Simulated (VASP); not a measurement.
Input of a VASP 6.6.1 run:

The input INCAR:

```
SYSTEM = Ga
PREC     = Accurate       ! precision mode
ENCUT    = 520            ! plane-wave cutoff, eV
EDIFF    = 1E-7           ! SCF threshold, eV
ISMEAR   = -1             ! smearing method
SIGMA    = 0.03           ! smearing width, eV
LREAL    = .False.        ! projectors in reciprocal space
LASPH    = .True.         ! aspherical terms in the spheres
NELM     = 60             ! most SCF steps
ALGO     = Normal         ! electronic algorithm
ISIF     = 2              ! what is computed and relaxed
LWAVE    = .False.        ! write WAVECAR
LCHARG   = .False.        ! write CHGCAR
GGA      = PS             ! functional
NBANDS   = 12             ! bands
```

KPOINTS

```
Automatic mesh
0
Gamma
  16 16 16
  0 0 0
```

File POSCAR:

```
Ga
1.0
   -1.3945768973      1.3945768973      2.2140398177
    1.3945768973     -1.3945768973      2.2140398177
    1.3945768973      1.3945768973     -2.2140398177
Ga
1
Direct
    0.0000000000      0.0000000000      0.0000000000
```

Potentials or basis: VASP PAW PBE potentials, release 64 (Ga_d).

Launch:

```sh
$ cat potpaw_PBE.64/Ga_d/POTCAR > POTCAR
$ mpirun -np 1 vasp_std > vasp.out
```

Problem. Predict the pressure.

Solution. 2.0 GPa.

Stress tensor (GPa, compression positive):
```
2.35 0.00 0.00
0.00 2.35 0.00
0.00 0.00 1.39
```

Caveat: the PAW data sets were made with another functional, which shifts forces and pressure a little.
